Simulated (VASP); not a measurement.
Here is a VASP 6.6.1 calculation.

The input INCAR:

```
ALGO = Normal
EDIFF = 1E-7
ENCUT = 520
GGA = PS
ISIF = 2
ISMEAR = -1
LASPH = T
LCHARG = F
LREAL = F
LWAVE = F
NBANDS = 12
NELM = 100
PREC = Accurate
SIGMA = 0.15
```

Contents of KPOINTS:

```
k-points
0
Gamma
  20 20 20
```

The input POSCAR:

```
Ag
1.0
   -1.6233838020      1.6233838020      1.6233838020
    1.6233838020     -1.6233838020      1.6233838020
    1.6233838020      1.6233838020     -1.6233838020
Ag
1
Direct
    0.0000000000      0.0000000000      0.0000000000
```

Potentials or basis: VASP PAW PBE potentials, release 64 (Ag).

Command:

```console
$ cat potpaw_PBE.64/Ag/POTCAR > POTCAR
$ mpirun -np 1 vasp_std > vasp.out
```

Problem. Estimate the pressure.

Solution. -2.3 GPa.

Problem. Estimate the band gap on the k mesh.

Solution. Zero (an odd number of electrons rules out a gap without spin polarisation).

Caveat: the PAW data sets were made with another functional, which shifts forces and pressure a little.
